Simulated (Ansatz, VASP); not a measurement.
## One calculation of Rb, two programs

```
CELL_PARAMETERS angstrom
-2.80600 2.84108 2.84108
2.80600 -2.77093 2.77093
2.80600 2.77093 -2.77093
ATOMIC_POSITIONS crystal
Rb 0.00000 0.00000 0.00000
```

Change from the starting cell: strain +0.0250 x Voigt [0, 0, 0, 1, 0, 0], atoms carried along.

Alike in both runs: task single point; functional PBE; k mesh 12 × 12 × 12; occupations gaussian, width 0.15 eV; no spin polarisation.

|  | VASP | Ansatz |
| --- | --- | --- |
| version | VASP 6.6.1 | Ansatz 0.2.0 |
| potentials or method | VASP PAW PBE potentials, release 64 (Rb_sv), cutoff 520 eV | scalar-relativistic, plane waves, PAW |
| valence electrons in the cell | 9 | 9 |

```tsv
	VASP	Ansatz	Ansatz less VASP
gap on the k mesh at the Fermi level (eV)	none	none	-
pressure (GPa)	0.1	0.1	0.00
```

A gap of «none» marks a metal or a gap that the smearing closes.
